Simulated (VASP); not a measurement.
# W (R-3m) in VASP: notebook

Runs on W. Level: r2SCAN. Tasks: single point.

Everything below comes from runs of VASP 6.6.1. Logs are shortened: lines on timing, memory, paths and dates and some standing lists are left out, and cuts for length are marked.

## 1. The cell of the first run

The structure is trigonal, space group R-3m (No. 166). Conventional cell: a = 4.769 Å, b = 4.769 Å, c = 2.483 Å, α = 90.00°, β = 90.00°, γ = 120.00°. W (site symmetry -3m) has 14 W at 2.48 to 3.21 Å within 3.3 Å.

## 2. Single point, r2SCAN

File POSCAR:

```
W
1.0
   -1.7705280660      1.6019063455      1.6019063455
    1.6019063455     -1.7705280660      1.6019063455
    1.6019063455      1.6019063455     -1.7705280660
W
1
Direct
    0.0000000000      0.0000000000      0.0000000000
```

File INCAR.step1:

```
PREC = Accurate
ENCUT = 520
ISMEAR = 0
SIGMA = 0.15
LREAL = F
LASPH = T
NELM = 100
NBANDS = 13
GGA = PE
ALGO = Normal
EDIFF = 1E-4
LWAVE = T
LCHARG = F
```

File INCAR.step2:

```
PREC = Accurate
ENCUT = 520
EDIFF = 1E-7
ISMEAR = 0
SIGMA = 0.15
LREAL = F
LASPH = T
NELM = 100
ALGO = Normal
ISIF = 2
LWAVE = F
LCHARG = F
METAGGA = R2SCAN
LMIXTAU = T
NBANDS = 13
ISTART = 1
```

File KPOINTS:

```
Automatic mesh
0
Gamma
  16 16 16
```

Potentials or basis: VASP PAW PBE potentials, release 64 (W_sv).

On the command line:

```console
cat potpaw_PBE.64/W_sv/POTCAR > POTCAR
cp INCAR.step1 INCAR
mpirun -np 1 vasp_std > vasp.out
cp INCAR.step2 INCAR
mpirun -np 1 vasp_std > vasp.out
```

OUTCAR:

```text
PREC = Accurate
   ENCUT = 520
   EDIFF = 1E-7
   ISMEAR = 0
   LREAL = F
   LASPH = T
   NELM = 100
   ISIF = 2
   METAGGA = R2SCAN
   ISTART = 1

 ion  position               nearest neighbor table
   1  0.000  0.000  0.000-

  LATTYP: Found a trigonal (rhomboedric) cell.
 ALAT       =     2.8752352099
 COS(alpha) =    -0.3757523646

  Lattice vectors:

 A1 = (  -1.7705280660,   1.6019063455,   1.6019063455)
 A2 = (   1.6019063455,  -1.7705280660,   1.6019063455)
 A3 = (   1.6019063455,   1.6019063455,  -1.7705280660)

Analysis of symmetry for initial positions (statically):
=====================================================================
 Subroutine PRICEL returns:
 Original cell was already a primitive cell.

 Routine SETGRP: Setting up the symmetry group for a
 trigonal (rhombohedral) supercell.

 Subroutine GETGRP returns: Found 12 space group operations
 (whereof 12 operations were pure point group operations)
 out of a pool of 12 trial point group operations.

The static configuration has the point symmetry D_3d.

Analysis of symmetry for dynamics (positions and initial velocities):
=====================================================================
 Subroutine PRICEL returns:
 Original cell was already a primitive cell.

 Routine SETGRP: Setting up the symmetry group for a
 trigonal (rhombohedral) supercell.

 Subroutine GETGRP returns: Found 12 space group operations
 (whereof 12 operations were pure point group operations)
 out of a pool of 12 trial point group operations.

The dynamic configuration has the point symmetry D_3d.

 Subroutine INISYM returns: Found 12 space group operations
 (whereof 12 operations are pure point group operations),
 and found     1 'primitive' translations

----------------------------------------------------------------------------------------

                                     Primitive cell

  volume of cell :      16.3012

  direct lattice vectors                    reciprocal lattice vectors
    -1.770528066  1.601906345  1.601906345     0.034884906  0.331406611  0.331406611
     1.601906345 -1.770528066  1.601906345     0.331406611  0.034884906  0.331406611
     1.601906345  1.601906345 -1.770528066     0.331406611  0.331406611  0.034884906

  length of vectors
     2.875235210  2.875235210  2.875235210     0.469976212  0.469976212  0.469976212

  position of ions in fractional coordinates (direct lattice)
     0.000000000  0.000000000  0.000000000

[... 77 lines left out ...]
   EDIFFG = 0.1E-05   stopping-criterion for IOM
   NSW    =      0    number of steps for IOM
   IBRION =     -1    ionic relax: 0-MD 1-quasi-New 2-CG
   NFREE  =      0    steps in history (QN), initial steepest desc. (CG)
   ISIF   =      2    stress and relaxation
   ISYM   =      2    0-nonsym 1-usesym 2-fastsym
   POTIM  = 0.5000    time-step for ionic-motion
   TEBEG  =    0.0;   TEEND  =   0.0 temperature during run
   PSTRESS=    0.0 pullay stress
   NELECT =      14.0000    total number of electrons
   NUPDOWN=      -1.0000    fix difference up-down
   EMIN   =  10.00;   EMAX   =-10.00  energy-range for DOS
   EFERMI =   0.00;   METHOD = LEGACY
   ISMEAR =     0;   SIGMA  =   0.15  broadening in eV -4-tet -1-fermi 0-gaus
   EFERMI_NEDOS =   21; number of points for ismear=-14 and -15
   IALGO  =     38    algorithm
   IMIX   =      4    mixing-type and parameters
     AMIX     =   0.40;   BMIX     =  1.00
     AMIX_MAG =   1.60;   BMIX_MAG =  1.00
  volume/ion in A,a.u.               =      16.30       110.01
  Fermi-wavevector in a.u.,A,eV,Ry     =   1.556125  2.940649 32.946829  2.421524
  Thomas-Fermi vector in A             =   2.659966
   LORBIT       =      0    0 simple, 1 ext, 2 COOP (PROOUT), +10 PAW based schemes
   METAGGA = R2SCAN    functional components
   LHFCALC =     F    Hartree Fock is set to
   AEXX    =    0.0000 exact exchange contribution
   IVDW    =     0    specifies the selected vdW correction
   LEPSILON=     F    determine dielectric tensor
   LRPA    =     F    only Hartree local field effects (RPA)
 non-spin polarized calculation
 Gauss-broadening in eV      SIGMA  =   0.15
  energy-cutoff  :      520.00
  volume of cell :       16.30
 maximum number of plane-waves:       453
 NGX is ok and might be reduce to    24

 number of electron      13.9999998 magnetization

 Free energy of the ion-electron system (eV)
  ---------------------------------------------------
  ext. energy  EPLUGINS =         0.00000000
  ---------------------------------------------------
  free energy    TOTEN  =       -51.01115728 eV

  energy without entropy =      -51.00664594  energy(sigma->0) =      -51.00890161

 E-fermi :  10.9733     XC(G=0): -14.7406

 val. band max:       10.9692780952   @ k =  -0.1875   0.0625   0.0625
 cond. band min:      10.9763698099   @ k =  -0.1250   0.1875   0.1250
 fundamental gap:      0.0070917147
 Fermi energy:        10.9733158917

 k-point     1 :       0.0000    0.0000    0.0000
  band No.  band energies     occupation
      1     -65.2756      2.00000
      2     -28.3439      2.00000
      3     -28.3439      2.00000
      4     -27.6355      2.00000
      5       0.9758      2.00000
      6       7.6229      2.00000
      7      10.0053      2.00000
      8      10.0053      2.00000
      9      14.2729      0.00000
     10      14.2729      0.00000
     11      24.1428      0.00000
     12      27.2198      0.00000
     13      27.2198      0.00000
[... 354 lines left out ...]
  band No.  band energies     occupation
      1     -65.2723      2.00000
      2     -28.3835      2.00000
      3     -28.3525      2.00000
      4     -27.6382      2.00000
      5       1.1439      2.00000
      6       7.5915      2.00000
      7       9.8405      2.00000
      8      10.1527      2.00000
      9      14.2355      0.00000
     10      14.3067      0.00000
     11      24.5471      0.00000
     12      27.2667      0.00000
     13      27.3814      0.00000

 [... further k-points ...]
[... 5 lines left out ...]
  --------------------------------------------------------------------------------------
  -------------------------------------------------------------------------------------
  Total        0.1103931      0.1103931      0.1103931      2.3893831      2.3893831      2.3893831
  in kB       10.8500831     10.8500831     10.8500831    234.8426104    234.8426104    234.8426104
  external PRESSURE =      10.8500831 kB  Pullay stress =       0.0000000 kB

 VOLUME and BASIS-vectors are now :
 -----------------------------------------------------------------------------
  energy-cutoff  :      520.00
  volume of cell :       16.30
      direct lattice vectors                 reciprocal lattice vectors
    -1.770528066  1.601906345  1.601906345     0.034884906  0.331406611  0.331406611
     1.601906345 -1.770528066  1.601906345     0.331406611  0.034884906  0.331406611
     1.601906345  1.601906345 -1.770528066     0.331406611  0.331406611  0.034884906

 POSITION                                       TOTAL-FORCE (eV/Angst)
 -----------------------------------------------------------------------------------
      0.00000      0.00000      0.00000        -0.000000      0.000000      0.000000
 -----------------------------------------------------------------------------------
    total drift:                                0.000000      0.000000      0.000000

  FREE ENERGIE OF THE ION-ELECTRON SYSTEM (eV)
  ---------------------------------------------------
  free  energy   TOTEN  =       -51.0111572765 eV

  energy  without entropy=      -51.0066459402  energy(sigma->0) =      -51.00890161
```

OSZICAR.step1:

```text
N       E                     dE             d eps       ncg     rms          rms(c)
DAV:   1     0.861331423071E+02    0.86133E+02   -0.74245E+03 10876   0.122E+03
DAV:   2    -0.115473147171E+02   -0.97680E+02   -0.93830E+02 12232   0.318E+02
DAV:   3    -0.132083487786E+02   -0.16610E+01   -0.16557E+01 11942   0.401E+01
DAV:   4    -0.132152392596E+02   -0.68905E-02   -0.68903E-02 12047   0.287E+00
DAV:   5    -0.132152994023E+02   -0.60143E-04   -0.60144E-04 12127   0.253E-01    0.206E+01
DAV:   6    -0.127516796626E+02    0.46362E+00   -0.39115E-01 11257   0.825E+00    0.840E+00
DAV:   7    -0.126298060960E+02    0.12187E+00   -0.20655E-01 12197   0.570E+00    0.580E-01
DAV:   8    -0.126260384020E+02    0.37677E-02   -0.48787E-03 11022   0.873E-01    0.880E-02
DAV:   9    -0.126260346684E+02    0.37336E-05   -0.78913E-05  9091   0.112E-01
   1 F= -.12626035E+02 E0= -.12623569E+02  d E =-.493090E-02
```

Wall time 2.1 min (1 thread of Intel Xeon Platinum 8559C (Emerald Rapids), shared host); peak memory 0.21 GiB.

What came out:

- Free energy: -51.0112 eV
- Pressure: 1.1 GPa
- Band gap on the k mesh: zero (band 7 reaches 14.94 eV, above the bottom of band 8 at 9.89 eV)

Levels at points of the mesh, in eV from the Fermi level:
| k point | band 5 | band 6 | band 7 | band 8 | band 9 | band 10 |
| --- | --- | --- | --- | --- | --- | --- |
| (0.00, 0.00, 0.00) | -10.00 | -3.35 | -0.97 | -0.97 | 3.30 | 3.30 |
| (0.50, 0.00, 0.00) | -6.31 | -3.45 | 1.46 | 1.63 | 2.11 | 5.96 |
| (0.50, 0.50, 0.00) | -6.62 | -4.38 | -0.50 | 3.53 | 4.08 | 5.49 |
| (0.50, 0.50, 0.50) | -5.94 | -5.94 | 3.96 | 3.96 | 6.81 | 7.86 |

Caveat: the PAW data sets were made with another functional, which shifts forces and pressure a little; spin-orbit coupling is left out, which moves the levels of the heavy elements.

## 3. Single point, r2SCAN

This run uses another cell than the first one, of the same volume but with other edges.

File POSCAR:

```
W
1.0
   -1.4029090590      1.6033246389      1.6033246389
    1.6033246389     -1.4029090590      1.6033246389
    1.6033246389      1.6033246389     -1.4029090590
W
1
Direct
    0.0000000000      0.0000000000      0.0000000000
```

File INCAR.step1:

```
SYSTEM = W
ALGO = Normal
EDIFF = 1E-4
ENCUT = 520
GGA = PE
ISMEAR = 0
LASPH = .True.
LCHARG = .False.
LREAL = .False.
LWAVE = .True.
NBANDS = 13
NELM = 60
PREC = Accurate
SIGMA = 0.15
```

File INCAR.step2:

```
SYSTEM = W
ALGO = Normal
EDIFF = 1E-6
ENCUT = 520
ISIF = 2
ISMEAR = 0
ISTART = 1
LASPH = .True.
LCHARG = .False.
LMIXTAU = .True.
LREAL = .False.
LWAVE = .False.
METAGGA = R2SCAN
NBANDS = 13
NELM = 60
PREC = Accurate
SIGMA = 0.15
```

File KPOINTS:

```
k-points
0
Gamma
  16 16 16
  0 0 0
```

Potentials or basis: VASP PAW PBE potentials, release 64 (W_sv).

On the command line:

```console
cat potpaw_PBE.64/W_sv/POTCAR > POTCAR
cp INCAR.step1 INCAR
mpirun -np 1 vasp_std > vasp.out
cp INCAR.step2 INCAR
mpirun -np 1 vasp_std > vasp.out
```

Wall time 2 min (1 thread of Intel Xeon Platinum 8559C (Emerald Rapids), shared host); peak memory 0.19 GiB.

Results (log left out):

| Item | Value |
| --- | --- |
| Free energy | -51.0956 eV |
| Pressure | 0.2 GPa |
| Band gap on the k mesh | zero (band 7 reaches 13.07 eV, above the bottom of band 8 at 10.03 eV) |

Stress tensor (GPa, compression positive):
```
  0.18 -12.96 -12.96
-12.96   0.18 -12.96
-12.96 -12.96   0.18
```

Levels at points of the mesh, in eV from the Fermi level:
| k point | band 3 | band 4 | band 5 | band 6 | band 7 | band 8 | band 9 | band 10 | band 11 | band 12 |
| --- | --- | --- | --- | --- | --- | --- | --- | --- | --- | --- |
| (0.00, 0.00, 0.00) | -39.06 | -39.06 | -10.11 | -2.94 | -2.94 | 0.83 | 3.00 | 3.00 | 14.17 | 14.17 |
| (0.50, 0.00, 0.00) | -39.41 | -39.05 | -6.61 | -4.14 | -0.57 | 2.99 | 3.53 | 4.43 | 10.56 | 13.00 |
| (0.50, 0.50, 0.00) | -39.96 | -39.15 | -6.48 | -3.85 | 1.39 | 1.99 | 2.29 | 6.75 | 10.24 | 12.58 |
| (0.50, 0.50, 0.50) | -40.30 | -39.91 | -5.97 | -5.97 | 1.97 | 6.28 | 6.28 | 7.21 | 9.10 | 9.10 |

Caveat: the PAW data sets were made with another functional, which shifts forces and pressure a little; spin-orbit coupling is left out, which moves the levels of the heavy elements.

## 4. Single point, r2SCAN

This run uses another cell than the first one, of the same volume but with other edges.

File POSCAR:

```
W
1.0
   -1.0260694704      1.6506334959      1.6506334959
    1.6506334959     -1.0260694704      1.6506334959
    1.6506334959      1.6506334959     -1.0260694704
W
1
Direct
    0.0000000000      0.0000000000      0.0000000000
```

File INCAR.step1:

```
PREC = Accurate
ENCUT = 520
ISMEAR = 0
SIGMA = 0.15
LREAL = F
LASPH = T
NELM = 60
NBANDS = 13
GGA = PE
ALGO = Normal
EDIFF = 1E-4
LWAVE = T
LCHARG = F
```

File INCAR.step2:

```
PREC = Accurate
ENCUT = 520
EDIFF = 1E-6
ISMEAR = 0
SIGMA = 0.15
LREAL = F
LASPH = T
NELM = 60
ALGO = Normal
ISIF = 2
LWAVE = F
LCHARG = T
METAGGA = R2SCAN
LMIXTAU = T
LELF = T
LVHAR = T
NBANDS = 13
ISTART = 1
```

File KPOINTS:

```
regular mesh
0
Gamma
  16 16 16
```

On the command line:

```console
cat potpaw_PBE.64/W_sv/POTCAR > POTCAR
cp INCAR.step1 INCAR
mpirun -np 1 vasp_std > vasp.out
cp INCAR.step2 INCAR
mpirun -np 1 vasp_std > vasp.out
```

Run time: 1.9 min. Hardware: 1 thread of Intel Xeon Platinum 8559C (Emerald Rapids), shared host; peak memory 0.19 GiB.

Results (log left out):

* Free energy: -49.8983 eV
* Pressure: 24.5 GPa
* Band gap on the k mesh: zero (band 7 reaches 12.79 eV, above the bottom of band 8 at 9.59 eV)

Stress tensor (GPa, compression positive):
```
 24.52 -12.51 -12.51
-12.51  24.52 -12.51
-12.51 -12.51  24.52
```

Levels at points of the mesh, in eV from the Fermi level:
| k point | band 5 | band 6 | band 7 | band 8 | band 9 | band 10 |
| --- | --- | --- | --- | --- | --- | --- |
| (0.00, 0.00, 0.00) | -9.73 | -5.14 | -5.14 | 4.81 | 5.44 | 5.44 |
| (0.50, 0.00, 0.00) | -5.92 | -4.23 | -0.91 | 1.32 | 1.73 | 5.73 |
| (0.50, 0.50, 0.00) | -6.72 | -3.68 | 1.83 | 2.53 | 4.17 | 6.96 |
| (0.50, 0.50, 0.50) | -5.34 | -5.34 | -3.21 | 7.33 | 8.68 | 8.68 |

Caveat: the PAW data sets were made with another functional, which shifts forces and pressure a little; spin-orbit coupling is left out, which moves the levels of the heavy elements.

## 5. Overview

```csv
cell,gap on the mesh (eV),pressure (GPa)
"a = 2.875 Å, angles 112.1°, 1 atom",none,1.1
"a = 2.666 Å, angles 105.7°, 1 atom",none,0.2
"a = 2.550 Å, angles 95.9°, 1 atom",none,24.5
```

Alike in all rows: task single point; level r2SCAN; potentials or basis VASP PAW PBE potentials, release 64 (W_sv); no spin polarisation; k mesh 16 × 16 × 16; cutoff (eV) 520; smearing gaussian 0.15 eV.

Caveats: the PAW data sets were made with another functional, which shifts forces and pressure a little; spin-orbit coupling is left out, which moves the levels of the heavy elements.

Absolute energies hang on the potentials; compare differences alone.
